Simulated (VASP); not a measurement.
# Au: single point with PBEsol

Au:

```
CELL_PARAMETERS angstrom
-1.62107 1.62107 1.62107
1.62107 -1.62107 1.62107
1.62107 1.62107 -1.62107
ATOMIC_POSITIONS crystal
Au 0.00000 0.00000 0.00000
```

* Program: VASP 6.6.1
* Task: single point
* Functional: PBEsol
* Potentials or basis: VASP PAW PBE potentials, release 64 (Au)
* Cutoff: 520 eV
* k mesh: 18 × 18 × 18
* Occupations: gaussian, width 0.1 eV
* Spin: no spin polarisation
* Dipole correction: no
* Further INCAR settings: ALGO = Normal; EDIFF = 1e-06; NBANDS = 12

The pressure is -0.3 GPa.

Levels at points of the mesh, in eV from the Fermi level:
| k point | band 2 | band 3 | band 4 | band 5 | band 6 | band 7 | band 8 | band 9 | band 10 | band 11 |
| --- | --- | --- | --- | --- | --- | --- | --- | --- | --- | --- |
| (0.00, 0.00, 0.00) | -4.89 | -4.89 | -4.89 | -2.93 | -2.93 | 16.48 | 16.48 | 16.48 | 24.29 | 24.29 |
| (0.50, 0.00, 0.00) | -5.99 | -3.08 | -2.73 | -1.38 | -0.72 | 3.54 | 12.33 | 13.86 | 21.81 | 22.18 |
| (0.50, 0.50, 0.50) | -6.86 | -1.77 | -1.77 | -1.77 | 6.23 | 6.23 | 6.23 | 9.68 | 15.99 | 15.99 |

It took 50 s on 1 thread of AMD EPYC 7R13, on a shared host, peak memory 0.14 GiB.

Caveat: the PAW data sets were made with another functional, which shifts forces and pressure a little; spin-orbit coupling is left out, which moves the levels of the heavy elements.
